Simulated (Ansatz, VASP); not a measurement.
## CdSe: VASP beside Ansatz

```
Cd Se
1.0
     4.19104    0.00000    0.00000
    -2.09552    3.62954    0.00000
     0.00000    0.00000    7.19058
Cd Se
2 2
Direct
  0.66667 0.33333 0.00000
  0.33333 0.66667 0.50000
  0.66667 0.33333 0.37500
  0.33333 0.66667 0.87500
```

Change from the starting cell: strain -0.025 along x and y, +0.025 along z, atoms carried along.

Alike in both runs: task single point; functional r2SCAN; k mesh 6 × 6 × 4; occupations gaussian, width 0.05 eV; no spin polarisation.

|  | VASP | Ansatz |
| --- | --- | --- |
| version | VASP 6.6.1 | Ansatz 0.2.0 |
| potentials or method | VASP PAW PBE potentials, release 64 (Cd, Se), cutoff 520 eV | scalar-relativistic, plane waves, PAW |
| valence electrons in the cell | 36 | 72 |

Ansatz gave:

| Quantity | Value |
| --- | --- |
| gap on the k mesh at the Fermi level (eV) | 1.14 |
| least direct gap on the mesh (eV) | 1.14 |
| pressure (GPa) | 3.4 |
| traceless stress, the component that is largest in VASP (GPa) | -3.25 |
| rms of the force components (eV/Å) | 0.218 |

Q: What did VASP give for the same quantities?

A: gap on the k mesh at the Fermi level (eV): 1.13; least direct gap on the mesh (eV): 1.13; pressure (GPa): 3.7; traceless stress, the component that is largest in VASP (GPa): -3.32; rms of the force components (eV/Å): 0.225.

VASP's potentials were made for PBE, not for r2SCAN. Atom by atom the forces differ by 0.008 eV/Å (rms over components). VASP's potentials hold 36 valence electrons a cell and Ansatz's 72, so a difference there can come from the potentials and not from the codes.
